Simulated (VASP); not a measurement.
Input of a VASP 6.6.1 run:

Contents of INCAR:

```
PREC = Accurate ; ENCUT = 600
EDIFF = 1E-6 ; ISMEAR = 0
SIGMA = 0.15 ; LREAL = False
LASPH = True ; NELM = 120
ALGO = Normal ; ISIF = 2
LWAVE = False ; LCHARG = True
GGA = PE ; LELF = True
LVHAR = True ; NBANDS = 15
GGA_COMPAT = False
```

KPOINTS

```
Automatic mesh
0
Gamma
  18 18 18
```

The input POSCAR:

```
TaN
1.0
    0.0000000000      2.0918400000      2.2661600000
    2.0918400000      0.0000000000      2.2661600000
    2.0918400000      2.0918400000      0.0000000000
Ta N
1 1
Direct
    0.5000000000      0.5000000000      0.5000000000
    0.0000000000      0.0000000000      0.0000000000
```

Potentials or basis: VASP PAW PBE potentials, release 64 (Ta_pv, N).

The run is started by

```bash
$ cat potpaw_PBE.64/Ta_pv/POTCAR potpaw_PBE.64/N/POTCAR > POTCAR
$ mpirun -np 1 vasp_std > vasp.out
```

**Question.** Estimate the band gap on the k mesh.

**Answer.** Zero (bands 8 and 9 overlap by 4.07 eV).

**Question.** What does it give for the pressure?

**Answer.** 40.4 GPa.

Stress tensor (GPa, compression positive):
```
57.86  0.00  0.00
 0.00 57.86  0.00
 0.00  0.00  5.46
```

Caveat: the cell differs from its parent crystal (strain -0.040 along x and y, +0.040 along z); the cell stands under pressure; spin-orbit coupling is left out, which moves the levels of the heavy elements.
